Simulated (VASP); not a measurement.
Here is a VASP 6.6.1 calculation.

File INCAR:

```
SYSTEM = Cu2H3
PREC = Accurate
ENCUT = 600
EDIFF = 1E-6
ISMEAR = 0
SIGMA = 0.1
LREAL = .FALSE.
LASPH = .TRUE.
NELM = 60
ALGO = Normal
ISIF = 3
LWAVE = .FALSE.
LCHARG = .FALSE.
GGA = PE
IBRION = 2
NSW = 90
EDIFFG = -0.04
```

File KPOINTS:

```
Automatic mesh
0
G
  6 6 4
  0 0 0
```

POSCAR

```
Cu2H3
1.0
    3.3706020100      0.0000000000      0.0000000000
   -1.6853010100      2.9190269700      0.0000000000
    0.0000000000      0.0000000000      4.8234269400
Cu H
2 3
Direct
    0.3333333300      0.6666666700      0.5000000000
    0.6666666700      0.3333333300      0.5000000000
    0.3333333300      0.6666666700      0.0000000000
    0.6666666700      0.3333333300      0.0000000000
    0.0000000000      0.0000000000      0.5000000000
```

Potentials or basis: VASP PAW PBE potentials, release 64 (Cu, H).

The run is started by

```bash
$ cat potpaw_PBE.64/Cu/POTCAR potpaw_PBE.64/H/POTCAR > POTCAR
$ mpirun -np 1 vasp_std > vasp.out
```

(1) What does it give for the space group after relaxing (to 0.1 Å)?

(2) Predict the band gap on the k mesh.

(3) What does it give for the relaxed volume?

Results:

(1) P6/mmm (No. 191).

(2) zero (an odd number of electrons rules out a gap without spin polarisation).

(3) 9.22 Å³/atom.

Caveat: a cell axis changed by over 15 % at a fixed basis, so the end point is rough.
